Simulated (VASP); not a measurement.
**BAs: single point with r2SCAN**

BAs:

```
B As
1.0
     0.00000    2.59474    2.02390
     2.59474    0.00000    2.02390
     2.59474    2.59474    0.00000
B As
1 1
Direct
  0.00000 0.00000 0.00000
  0.75000 0.75000 0.75000
```

This cell differs from its parent crystal: ratio of the length along z to the lengths across it x 0.78, volume and fractional coordinates fixed.

| Property | Result |
| --- | --- |
| Program | VASP 6.6.1 |
| Task | single point |
| Functional | r2SCAN |
| Potentials or basis | VASP PAW PBE potentials, release 64 (B, As) |
| Cutoff | 520 eV |
| k mesh | 12 × 12 × 12 |
| Occupations | gaussian, width 0.05 eV |
| Spin | no spin polarisation |
| Dipole correction | no |
| Further INCAR settings | ALGO = Normal; EDIFF = 1e-06; NBANDS = 11 |

The pressure is -0.6 GPa and the band gap on the k mesh is zero (band 4 reaches 7.39 eV, above the bottom of band 5 at 5.35 eV).

Stress tensor (GPa, compression positive):
```
-11.36   0.00   0.00
  0.00 -11.36   0.00
  0.00   0.00  21.03
```

Levels at points of the mesh, in eV from the Fermi level:
| k point | band 1 | band 2 | band 3 | band 4 | band 5 | band 6 | band 7 | band 8 | band 9 |
| --- | --- | --- | --- | --- | --- | --- | --- | --- | --- |
| (0.00, 0.00, 0.00) | -16.12 | -0.68 | -0.68 | 1.33 | 2.69 | 4.46 | 4.46 | 4.59 | 10.30 |
| (0.50, 0.00, 0.00) | -12.98 | -9.13 | -3.13 | -0.85 | 1.36 | 4.08 | 7.21 | 10.46 | 12.75 |
| (0.50, 0.50, 0.00) | -10.40 | -7.50 | -5.68 | -5.68 | -0.11 | -0.05 | 12.04 | 12.04 | 14.72 |
| (0.50, 0.00, 0.50) | -12.28 | -9.66 | -3.32 | -2.99 | 3.00 | 3.04 | 9.20 | 10.80 | 11.53 |

Run time: 88 s on 1 thread of Intel(R) Xeon(R) Platinum 8488C (Sapphire Rapids) (shared host), peak memory 0.19 GiB.

Caveat: the PAW data sets were made with another functional, which shifts forces and pressure a little.
